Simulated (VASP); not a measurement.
# Cu (Fm-3m) in VASP: notebook, part 3 of 3

VASP 6.6.1.

### Step 4. Single point, PBE

File INCAR:

```
  PREC = Accurate
  ENCUT = 520
  EDIFF = 1E-7
  ISMEAR = -1
  SIGMA = 0.15
  LREAL = False
  LASPH = True
  NELM = 80
  ALGO = Normal
  ISIF = 2
  LWAVE = False
  LCHARG = False
  GGA = PE
  NBANDS = 12
```

File KPOINTS:

```
regular mesh
0
Gamma
  20 20 20
```

File POSCAR:

```
Cu
1.0
    0.0000000000      1.8151656788      1.8151656788
    1.8151656788      0.0000000000      1.8151656788
    1.8151656788      1.8151656788      0.0000000000
Cu
1
Direct
    0.0000000000      0.0000000000      0.0000000000
```

The run is started by

```bash
$ cat potpaw_PBE.64/Cu/POTCAR > POTCAR
$ mpirun -np 1 vasp_std > vasp.out
```

Run time: 25 s. Hardware: 1 thread of Intel Xeon 6975P-C, shared host; peak memory 0.15 GiB.

It converged, with:

| Item | Value |
| --- | --- |
| Free energy | -3.7394 eV |
| Pressure | 0.5 GPa |

Levels at points of the mesh, in eV from the Fermi level:
```csv
k point,band 4,band 5,band 6,band 7,band 8,band 9
"(0.00, 0.00, 0.00)",-3.00,-2.20,-2.20,22.48,25.03,25.03
"(0.50, 0.00, 0.00)",-1.64,-1.64,-0.98,3.68,20.98,21.86
"(0.50, 0.50, 0.00)",-1.50,-1.50,1.50,7.01,12.97,12.97
```

### Step 5. Single point, PBE (volume scaled by 1.02)

File INCAR:

```
SYSTEM = Cu
  PREC = Accurate
  ENCUT = 520
  EDIFF = 1E-7
  ISMEAR = -1
  SIGMA = 0.15
  LREAL = .FALSE.
  LASPH = .TRUE.
  NELM = 80
  ALGO = Fast
  ISIF = 2
  LWAVE = .FALSE.
  LCHARG = .TRUE.
  GGA = PE
  LELF = .TRUE.
  LVHAR = .TRUE.
  NBANDS = 12
```

File KPOINTS:

```
regular mesh
0
G
  20 20 20
  0 0 0
```

File POSCAR:

```
Cu
1.0
    0.0000000000      1.8271869939      1.8271869939
    1.8271869939      0.0000000000      1.8271869939
    1.8271869939      1.8271869939      0.0000000000
Cu
1
Direct
    0.0000000000      0.0000000000      0.0000000000
```

The run is started by

```bash
$ cat potpaw_PBE.64/Cu/POTCAR > POTCAR
$ mpirun -np 1 vasp_std > vasp.out
```

Wall time 34 s (1 thread of Intel Xeon 6975P-C, shared host); peak memory 0.15 GiB.

Results (log left out):

```yaml
Free_energy: -3.7383 eV
Pressure: -1.9 GPa
```

Levels at points of the mesh, in eV from the Fermi level:
| k point | band 3 | band 4 | band 5 | band 6 | band 7 | band 8 | band 9 | band 10 |
| --- | --- | --- | --- | --- | --- | --- | --- | --- |
| (0.00, 0.00, 0.00) | -2.94 | -2.94 | -2.16 | -2.16 | 22.32 | 24.72 | 24.72 | 24.72 |
| (0.50, 0.00, 0.00) | -2.97 | -1.62 | -1.62 | -0.92 | 3.58 | 20.83 | 21.56 | 21.56 |
| (0.50, 0.50, 0.00) | -1.64 | -1.49 | -1.49 | 1.51 | 6.88 | 12.82 | 12.82 | 17.24 |

Caveat: the cell differs from its parent crystal (volume scaled by 1.02).

### Step 6. Relaxation of cell and atoms, PBE

File INCAR:

```
PREC = Accurate ; ENCUT = 600
EDIFF = 1E-7 ; ISMEAR = -1
SIGMA = 0.15 ; LREAL = F
LASPH = T ; NELM = 100
ALGO = Fast ; ISIF = 3
LWAVE = F ; LCHARG = F
GGA = PE ; IBRION = 2
NSW = 80 ; EDIFFG = -0.001
```

File KPOINTS:

```
Automatic mesh
0
Gamma
  20 20 20
```

File POSCAR:

```
Cu
1.0
    0.0000000000      1.8148741280      1.8148741280
    1.8148741280      0.0000000000      1.8148741280
    1.8148741280      1.8148741280      0.0000000000
Cu
1
Direct
    0.0000000000      0.0000000000      0.0000000000
```

Potentials or basis: VASP PAW PBE potentials, release 64 (Cu).

The run is started by

```bash
$ cat potpaw_PBE.64/Cu/POTCAR > POTCAR
$ mpirun -np 1 vasp_std > vasp.out
```

OUTCAR:

```text
PREC = Accurate
   ENCUT = 600
   EDIFF = 1E-7
   ISMEAR = -1
   LREAL = F
   LASPH = T
   NELM = 100
   ISIF = 3
   GGA = PE
   IBRION = 2
   NSW = 80
   EDIFFG = -0.001

 ion  position               nearest neighbor table
   1  0.000  0.000  0.000-

  LATTYP: Found a face centered cubic cell.
 ALAT       =     3.6297482560

  Lattice vectors:

 A1 = (   0.0000000000,   1.8148741280,   1.8148741280)
 A2 = (   1.8148741280,   0.0000000000,   1.8148741280)
 A3 = (   1.8148741280,   1.8148741280,   0.0000000000)

Analysis of symmetry for initial positions (statically):
=====================================================================
 Subroutine PRICEL returns:
 Original cell was already a primitive cell.

 Routine SETGRP: Setting up the symmetry group for a
 face centered cubic supercell.

 Subroutine GETGRP returns: Found 48 space group operations
 (whereof 48 operations were pure point group operations)
 out of a pool of 48 trial point group operations.

The static configuration has the point symmetry O_h .

Analysis of symmetry for dynamics (positions and initial velocities):
=====================================================================
 Subroutine PRICEL returns:
 Original cell was already a primitive cell.

[... 163 lines left out ...]
  Total        0.0611360      0.0611360      0.0611360      0.0000000     -0.0000000      0.0000000
  in kB        8.1929117      8.1929117      8.1929117      0.0000000     -0.0000000      0.0000000
  external PRESSURE =       8.1929117 kB  Pullay stress =       0.0000000 kB
[... 127 lines left out ...]
--------------------------------------- Ionic step        5  -------------------------------------------

 number of electron      10.9999998 magnetization

 Free energy of the ion-electron system (eV)
  ---------------------------------------------------
  ext. energy  EPLUGINS =         0.00000000
  ---------------------------------------------------
  free energy    TOTEN  =        -3.73949374 eV

  energy without entropy =       -3.71762241  energy(sigma->0) =       -3.72855808

 E-fermi :   7.3880     XC(G=0): -12.6285

 val. band max:        7.3263390012   @ k =   0.5000   0.2500   0.1000
 cond. band min:       7.3917490306   @ k =   0.5000   0.3500   0.1500
 fundamental gap:      0.0654100294
 Fermi energy:         7.3880269329

 k-point     1 :       0.0000    0.0000    0.0000
  band No.  band energies     occupation
      1      -1.8458      2.00000
      2       4.3977      2.00000
      3       4.3977      2.00000
      4       4.3977      2.00000
      5       5.1980      2.00000
      6       5.1980      2.00000
      7      29.8358      0.00000
      8      32.3489      0.00000
      9      32.3489      0.00000
[... 265 lines left out ...]
 k-point    24 :      -0.3500    0.0500    0.0000
  band No.  band energies     occupation
      1       1.9320      2.00000
      2       4.4237      2.00000
      3       4.4624      2.00000
      4       4.6018      2.00000
      5       5.5057      1.99999
      6       5.7832      1.99995
      7      14.5576      0.00000
      8      26.9755      0.00000
      9      29.3824      0.00000

 [... further k-points ...]
[... 5 lines left out ...]
  --------------------------------------------------------------------------------------
  -------------------------------------------------------------------------------------
  Total       -0.0000410     -0.0000410     -0.0000410     -0.0000000      0.0000000     -0.0000000
  in kB       -0.0054671     -0.0054671     -0.0054671     -0.0000000      0.0000000     -0.0000000
  external PRESSURE =      -0.0054671 kB  Pullay stress =       0.0000000 kB
[... 16 lines left out ...]
  FREE ENERGIE OF THE ION-ELECTRON SYSTEM (eV)
  ---------------------------------------------------
  free  energy   TOTEN  =        -3.7394937437 eV

  energy  without entropy=       -3.7176224089  energy(sigma->0) =       -3.72855808

 reached required accuracy - stopping structural energy minimisation
```

CONTCAR:

```text
Cu
   1.00000000000000
     0.0000000000000000    1.8177237583589874    1.8177237583589874
     1.8177237583589874   -0.0000000000000000    1.8177237583589874
     1.8177237583589874    1.8177237583589874    0.0000000000000000
  Cu
     1
Direct
     0.0000000000000000    0.0000000000000000    0.0000000000000000

  0.00000000E+00  0.00000000E+00  0.00000000E+00
```

It took 77 s on 1 thread of Intel Xeon 6975P-C, shared host; peak memory 0.17 GiB.

What came out:

| Item | Value |
| --- | --- |
| Free energy | -3.7395 eV |
| Relaxed volume | 12.01 Å³/atom |
| Relaxed cell | a = 2.571 Å, b = 2.571 Å, c = 2.571 Å, α = 60.00°, β = 60.00°, γ = 60.00° |
| Space group after relaxing (to 0.05 Å) | Fm-3m (No. 225) |
| Energy gained by relaxing | 0.1 meV/atom |
| Ionic steps | 5 |
| Pressure after relaxing | 0.0 GPa |

The path:
```tsv
step	energy change (eV)	largest force (eV/Å)	pressure (GPa)	volume (Å³)
1	0.0000	0.0000	0.82	11.96
2	0.0000	0.0000	-0.72	12.06
3	-0.0001	0.0000	0.07	12.01
4	-0.0001	0.0000	-0.15	12.01
5	-0.0001	0.0000	0.00	12.01
```

Final structure:
```
Cu
1.0
     0.00000    1.81772    1.81772
     1.81772    0.00000    1.81772
     1.81772    1.81772    0.00000
Cu
1
Cartesian
  0.0000 0.0000 0.0000
```

Levels at points of the mesh, in eV from the Fermi level:
```
           k point  band 2  band 3  band 4  band 5  band 6  band 7  band 8  band 9
(0.00, 0.00, 0.00)   -2.99   -2.99   -2.99   -2.19   -2.19   22.45   24.96   24.96
(0.50, 0.00, 0.00)   -3.02   -3.02   -1.64   -1.64   -0.96    3.66   20.95   21.80
(0.50, 0.50, 0.00)   -4.35   -1.65   -1.50   -1.50    1.50    6.98   12.94   12.94
```

PBE usually gives volumes a little too large and moduli too small. Zero-point motion and thermal expansion aren't in these numbers.

### Step 7. The runs side by side

```csv
task,cell,cutoff (eV),smearing,gap on the mesh (eV),pressure (GPa)
single point,"a = 2.567 Å, angles 60.0°, 1 atom",520,gaussian 0.1 eV,none,0.6
single point,"a = 2.567 Å, angles 60.0°, 1 atom",520,fermi-dirac 0.15 eV,none,0.5
single point,"a = 2.584 Å, angles 60.0°, 1 atom",520,fermi-dirac 0.15 eV,none,-1.9
relaxation of cell and atoms,"relaxed from a = 2.567 Å, angles 60.0°, 1 atom",600,fermi-dirac 0.15 eV,none,0.0
```

Alike in all rows: level PBE; potentials or basis VASP PAW PBE potentials, release 64 (Cu); no spin polarisation; k mesh 20 × 20 × 20.

Absolute energies hang on the potentials; compare differences alone.
